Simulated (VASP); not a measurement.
# PmSe2 (Fm-3m) in VASP: single point with PBE

Aim: the single point of PmSe2 with PBE.

Program: VASP 6.6.1. These are calculated values, not measurements. Logs are shortened: lines on timing, memory, paths and dates and some standing lists are left out, and cuts for length are marked.

### Step 1. The cell of the first run

The structure is cubic, space group Fm-3m (No. 225). Conventional cell: a = 6.982 Å, b = 6.982 Å, c = 6.982 Å, α = 90.00°, β = 90.00°, γ = 90.00°. Within 4.0 Å of Pm (site symmetry m-3m) lie 8 Se at 3.02 Å. Se (site symmetry -43m) has 4 Pm at 3.02 Å and 6 Se at 3.49 Å within 4.0 Å.

### Step 2. Single point, PBE, collinear spin, ferromagnetic start

POSCAR reads:

```
PmSe2
1.0
    0.0000000000      3.4912047469      3.4912047469
    3.4912047469      0.0000000000      3.4912047469
    3.4912047469      3.4912047469      0.0000000000
Pm Se
1 2
Direct
    0.0000000000      0.0000000000      0.0000000000
    0.2500000000      0.2500000000      0.2500000000
    0.7500000000      0.7500000000      0.7500000000
```

INCAR.step1 reads:

```
SYSTEM = PmSe2
PREC     = Accurate       ! precision mode
ENCUT    = 520            ! plane-wave cutoff, eV
EDIFF    = 1E-7           ! SCF threshold, eV
ISMEAR   = 0              ! smearing method
SIGMA    = 0.05           ! smearing width, eV
LREAL    = .False.        ! projectors in reciprocal space
LASPH    = .True.         ! aspherical terms in the spheres
NELM     = 150            ! most SCF steps
ALGO     = Normal         ! electronic algorithm
ISIF     = 2              ! what is computed and relaxed
LWAVE    = .False.        ! write WAVECAR
LCHARG   = .True.         ! write CHGCAR
ISPIN    = 2              ! spin polarisation
MAGMOM   = 4.63 0 0       ! initial moments
LMAXMIX  = 6              ! l up to which the mixer works
GGA      = PE             ! functional
NBANDS   = 24             ! bands
```

KPOINTS.step1 reads:

```
Automatic mesh
0
Gamma
  8 8 8
  0 0 0
```

INCAR.step2 reads:

```
SYSTEM = PmSe2
PREC     = Accurate       ! precision mode
ENCUT    = 520            ! plane-wave cutoff, eV
EDIFF    = 1E-7           ! SCF threshold, eV
ISMEAR   = -5             ! smearing method
SIGMA    = 0.05           ! smearing width, eV
LREAL    = .False.        ! projectors in reciprocal space
LASPH    = .True.         ! aspherical terms in the spheres
NELM     = 150            ! most SCF steps
ALGO     = Normal         ! electronic algorithm
ISIF     = 2              ! what is computed and relaxed
LWAVE    = .False.        ! write WAVECAR
LCHARG   = .False.        ! write CHGCAR
ISPIN    = 2              ! spin polarisation
MAGMOM   = 4.63 0 0       ! initial moments
LORBIT   = 11             ! projections on sites
LMAXMIX  = 6              ! l up to which the mixer works
GGA      = PE             ! functional
NBANDS   = 24             ! bands
NEDOS    = 2001           ! points of the DOS
ICHARG   = 11             ! starting density
```

KPOINTS.step2 reads:

```
Automatic mesh
0
Gamma
  12 12 12
  0 0 0
```

Potentials or basis: VASP PAW PBE potentials, release 64 (Pm, Se).

Command:

```
> cat potpaw_PBE.64/Pm/POTCAR potpaw_PBE.64/Se/POTCAR > POTCAR
> cp INCAR.step1 INCAR
> cp KPOINTS.step1 KPOINTS
> mpirun -np 1 vasp_std > vasp.out
> cp INCAR.step2 INCAR
> cp KPOINTS.step2 KPOINTS
> mpirun -np 1 vasp_std > vasp.out
```

OUTCAR:

```text
SYSTEM = PmSe2
   PREC = Accurate
   ENCUT = 520
   EDIFF = 1E-7
   ISMEAR = -5
   LREAL = .False.
   LASPH = .True.
   NELM = 150
   ISIF = 2
   ISPIN = 2
   LORBIT = 11
   GGA = PE
   ICHARG = 11

 ion  position               nearest neighbor table
   1  0.000  0.000  0.000-   3 3.02   3 3.02   3 3.02   2 3.02   3 3.02   2 3.02   2 3.02   2 3.02

   2  0.250  0.250  0.250-   1 3.02   1 3.02   1 3.02   1 3.02
   3  0.750  0.750  0.750-   1 3.02   1 3.02   1 3.02   1 3.02

  LATTYP: Found a face centered cubic cell.
 ALAT       =     6.9824094938

  Lattice vectors:

 A1 = (   0.0000000000,   3.4912047469,   3.4912047469)
 A2 = (   3.4912047469,   0.0000000000,   3.4912047469)
 A3 = (   3.4912047469,   3.4912047469,   0.0000000000)

Analysis of symmetry for initial positions (statically):
=====================================================================
 Subroutine PRICEL returns:
 Original cell was already a primitive cell.

 Routine SETGRP: Setting up the symmetry group for a
 face centered cubic supercell.

 Subroutine GETGRP returns: Found 48 space group operations
 (whereof 48 operations were pure point group operations)
 out of a pool of 48 trial point group operations.

The static configuration has the point symmetry O_h .

Analysis of symmetry for dynamics (positions and initial velocities):
=====================================================================
 Subroutine PRICEL returns:
 Original cell was already a primitive cell.

 Routine SETGRP: Setting up the symmetry group for a
 face centered cubic supercell.

 Subroutine GETGRP returns: Found 48 space group operations
 (whereof 48 operations were pure point group operations)
 out of a pool of 48 trial point group operations.

The dynamic configuration has the point symmetry O_h .

Analysis of structural, dynamic, and magnetic symmetry:
=====================================================================
 Subroutine PRICEL returns:
 Original cell was already a primitive cell.

 Routine SETGRP: Setting up the symmetry group for a
 face centered cubic supercell.

 Subroutine GETGRP returns: Found 48 space group operations
 (whereof 48 operations were pure point group operations)
 out of a pool of 48 trial point group operations.

The overall configuration has the point symmetry O_h .

 Subroutine INISYM returns: Found 48 space group operations
 (whereof 48 operations are pure point group operations),
 and found     1 'primitive' translations

----------------------------------------------------------------------------------------

                                     Primitive cell

  volume of cell :      85.1052

  direct lattice vectors                    reciprocal lattice vectors
     0.000000000  3.491204747  3.491204747    -0.143217037  0.143217037  0.143217037
     3.491204747  0.000000000  3.491204747     0.143217037 -0.143217037  0.143217037
     3.491204747  3.491204747  0.000000000     0.143217037  0.143217037 -0.143217037

  length of vectors
     4.937309102  4.937309102  4.937309102     0.248059185  0.248059185  0.248059185

  position of ions in fractional coordinates (direct lattice)
     0.000000000  0.000000000  0.000000000
     0.250000000  0.250000000  0.250000000
     0.750000000  0.750000000  0.750000000

  ion indices of the primitive-cell ions
   primitive index   ion index
                 1           1
                 2           2
                 3           3

----------------------------------------------------------------------------------------

 KPOINTS: Automatic mesh

Automatic generation of k-mesh.
 Grid dimensions read from file:
 generate k-points for:   12   12   12

 Generating k-lattice:

  Cartesian coordinates                     Fractional coordinates (reciprocal lattice)
    -0.011934753  0.011934753  0.011934753     0.083333333  0.000000000  0.000000000
     0.011934753 -0.011934753  0.011934753     0.000000000  0.083333333  0.000000000
     0.011934753  0.011934753 -0.011934753     0.000000000  0.000000000  0.083333333

  Length of vectors
     0.020671599  0.020671599  0.020671599

  Shift w.r.t. Gamma in fractional coordinates (k-lattice)
     0.000000000  0.000000000  0.000000000

 TETIRR: Found    247 inequivalent tetrahedra from    10368

 Subroutine IBZKPT returns following result:
 ===========================================

 Found     72 irreducible k-points:

 Following reciprocal coordinates:
            Coordinates               Weight
  0.000000  0.000000  0.000000      1.000000
  0.083333  0.000000  0.000000      8.000000
  0.166667  0.000000  0.000000      8.000000
  0.250000  0.000000  0.000000      8.000000
  0.333333  0.000000  0.000000      8.000000
  0.416667  0.000000  0.000000      8.000000
[... 16 lines left out ...]
  0.500000  0.166667  0.000000     24.000000
 -0.416667  0.166667  0.000000     24.000000
 [... further k-points ...]
   k-points           NKPTS =     72   k-points in BZ     NKDIM =     72   number of bands    NBANDS=     24
   number of dos      NEDOS =   2001   number of ions     NIONS =      3
   total plane-waves  NPLWV =  64000
   dimension x,y,z NGX =    40 NGY =   40 NGZ =   40
   dimension x,y,z NGXF=    80 NGYF=   80 NGZF=   80
   ions per type =               1   2
   NGX,Y,Z   is equivalent  to a cutoff of  13.47, 13.47, 13.47 a.u.
   NGXF,Y,Z  is equivalent  to a cutoff of  26.94, 26.94, 26.94 a.u.
 SYSTEM =  PmSe2
   PREC   = accura    normal or accurate (medium, high low for compatibility)
   ISTART =      0    job   : 0-new  1-cont  2-samecut
   ICHARG =     11    charge: 1-file 2-atom 10-const
   ISPIN  =      2    spin polarized calculation?
   LNONCOLLINEAR =      F non collinear calculations
   LSORBIT =      F    spin-orbit coupling
   LASPH  =      T    aspherical Exc in radial PAW
   ENCUT  =  520.0 eV  38.22 Ry    6.18 a.u.   9.18  9.18  9.18*2*pi/ulx,y,z
   NELM   =    150;   NELMIN=  2; NELMDL=  0     # of ELM steps
   EDIFF  = 0.1E-06   stopping-criterion for ELM
   LREAL  =      F    real-space projection
   EDIFFG = 0.1E-05   stopping-criterion for IOM
   NSW    =      0    number of steps for IOM
   IBRION =     -1    ionic relax: 0-MD 1-quasi-New 2-CG
   NFREE  =      0    steps in history (QN), initial steepest desc. (CG)
   ISIF   =      2    stress and relaxation
   ISYM   =      2    0-nonsym 1-usesym 2-fastsym
   POTIM  = 0.5000    time-step for ionic-motion
   TEBEG  =    0.0;   TEEND  =   0.0 temperature during run
   PSTRESS=    0.0 pullay stress
   NELECT =      27.0000    total number of electrons
   NUPDOWN=      -1.0000    fix difference up-down
   EMIN   =  10.00;   EMAX   =-10.00  energy-range for DOS
   EFERMI =   0.00;   METHOD = LEGACY
   ISMEAR =    -5;   SIGMA  =   0.05  broadening in eV -4-tet -1-fermi 0-gaus
   EFERMI_NEDOS =   21; number of points for ismear=-14 and -15
   IALGO  =     38    algorithm
   IMIX   =      4    mixing-type and parameters
     AMIX     =   0.40;   BMIX     =  1.00
     AMIX_MAG =   1.60;   BMIX_MAG =  1.00
  volume/ion in A,a.u.               =      28.37       191.44
  Fermi-wavevector in a.u.,A,eV,Ry     =   1.116548  2.109970 16.962106  1.246680
  Thomas-Fermi vector in A             =   2.253163
   LORBIT       =     11    0 simple, 1 ext, 2 COOP (PROOUT), +10 PAW based schemes
   GGA     = PE    functional components
   LHFCALC =     F    Hartree Fock is set to
   AEXX    =    0.0000 exact exchange contribution
   IVDW    =     0    specifies the selected vdW correction
   LEPSILON=     F    determine dielectric tensor
   LRPA    =     F    only Hartree local field effects (RPA)
 spin polarized calculation
 Fermi weights with tetrahedron method with Bloechl corrections
  energy-cutoff  :      520.00
  volume of cell :       85.11
 maximum number of plane-waves:      2305
 NGX is ok and might be reduce to    40

 number of electron      27.0000000 magnetization       3.9269820

 Free energy of the ion-electron system (eV)
  ---------------------------------------------------
  ext. energy  EPLUGINS =         0.00000000
  ---------------------------------------------------
  free energy    TOTEN  =       -18.64035441 eV

  energy without entropy =      -18.64035441  energy(sigma->0) =      -18.64035441

 E-fermi :   3.3580     XC(G=0):  -9.2915

 val. band max:        3.4132008564   @ k =   0.0000   0.0000   0.0000
 cond. band min:       3.3436312799   @ k =  -0.3333   0.3333   0.1667
 fundamental gap:     -0.0695695764
 Fermi energy:         3.3579520338

 spin component 1

 k-point     1 :       0.0000    0.0000    0.0000
  band No.  band energies     occupation
      1     -34.8569      1.00000
      2     -15.1464      1.00000
      3     -15.1463      1.00000
      4     -15.1463      1.00000
      5      -9.1651      1.00000
      6      -7.3726      1.00000
[... 16 lines left out ...]
     23      10.1457      0.00000
     24      10.1458      0.00000
[... 598 lines left out ...]
      2     -15.2825      1.00000
      3     -15.1917      1.00000
      4     -15.1650      1.00000
      5      -8.3032      1.00000
      6      -7.9978      1.00000
[... 16 lines left out ...]
     23       9.2604      0.00000
     24       9.7593      0.00000

 [... further k-points ...]

 spin component 2

 k-point     1 :       0.0000    0.0000    0.0000
  band No.  band energies     occupation
      1     -32.9105      1.00000
      2     -13.7778      1.00000
      3     -13.7778      1.00000
      4     -13.7778      1.00000
      5      -9.2775      1.00000
      6      -7.5225      1.00000
[... 16 lines left out ...]
     23      10.2957      0.00000
     24      10.2957      0.00000
[... 598 lines left out ...]
      2     -13.9802      1.00000
      3     -13.8442      1.00000
      4     -13.8025      1.00000
      5      -8.4124      1.00000
      6      -8.0595      1.00000
[... 16 lines left out ...]
     23       9.6715      0.00000
     24      10.2609      0.00000

 [... further k-points ...]

------------------------ aborting loop because EDIFF is reached ----------------------------------------

  FORCE on cell =-STRESS in cart. coord.  units (eV):
  Direction    XX          YY          ZZ          XY          YZ          ZX
  --------------------------------------------------------------------------------------
  -------------------------------------------------------------------------------------
  Total        2.0427615      2.0427615      2.0427615     -0.0000000      0.0000000     -0.0000000
  in kB       38.4567244     38.4567244     38.4567244     -0.0000000      0.0000000     -0.0000000
  external PRESSURE =      38.4567244 kB  Pullay stress =       0.0000000 kB

 VOLUME and BASIS-vectors are now :
 -----------------------------------------------------------------------------
  energy-cutoff  :      520.00
  volume of cell :       85.11
      direct lattice vectors                 reciprocal lattice vectors
     0.000000000  3.491204747  3.491204747    -0.143217037  0.143217037  0.143217037
     3.491204747  0.000000000  3.491204747     0.143217037 -0.143217037  0.143217037
     3.491204747  3.491204747  0.000000000     0.143217037  0.143217037 -0.143217037

 POSITION                                       TOTAL-FORCE (eV/Angst)
 -----------------------------------------------------------------------------------
      0.00000      0.00000      0.00000        -0.000000     -0.000000     -0.000000
      1.74560      1.74560      1.74560         0.000000      0.000000     -0.000000
      5.23681      5.23681      5.23681         0.000000      0.000000      0.000000
 -----------------------------------------------------------------------------------
    total drift:                               -0.000000      0.000000      0.000000

  FREE ENERGIE OF THE ION-ELECTRON SYSTEM (eV)
  ---------------------------------------------------
  free  energy   TOTEN  =       -18.6403544147 eV

  energy  without entropy=      -18.6403544147  energy(sigma->0) =      -18.64035441

 total charge

# of ion       s       p       d       f       tot
--------------------------------------------------
    1        2.004   5.565   0.423   4.288  12.281
    2        1.466   2.333   0.015   0.000   3.815
    3        1.466   2.333   0.015   0.000   3.815
--------------------------------------------------
tot          4.936  10.232   0.454   4.288  19.910

 magnetization (x)

# of ion       s       p       d       f       tot
--------------------------------------------------
    1       -0.014   0.000   0.028   4.157   4.171
    2       -0.007  -0.110   0.001   0.000  -0.116
    3       -0.007  -0.110   0.001   0.000  -0.116
--------------------------------------------------
tot         -0.028  -0.219   0.029   4.157   3.939
```

Wall time 9.5 min (1 thread of Intel Xeon Platinum 8259CL at 2.50GHz (Skylake/Cascade Lake), shared host); peak memory 0.43 GiB.

Results:

```yaml
Net_moment: 3.93 μB per cell
Site_moments: Pm +4.17; Se -0.12 μB
Valence_electrons_inside_the_program's_atomic_spheres: Pm 12.28; Se 3.81
```

Caveat: the magnetic or orbital state may not be the lowest; spin-orbit coupling is left out, which moves the levels of the heavy elements; semilocal functionals describe open f shells poorly, which spoils levels, moments and volumes; tetrahedron occupations give inexact forces and stress in metals. The state reached can hang on the start; a lower one may exist.
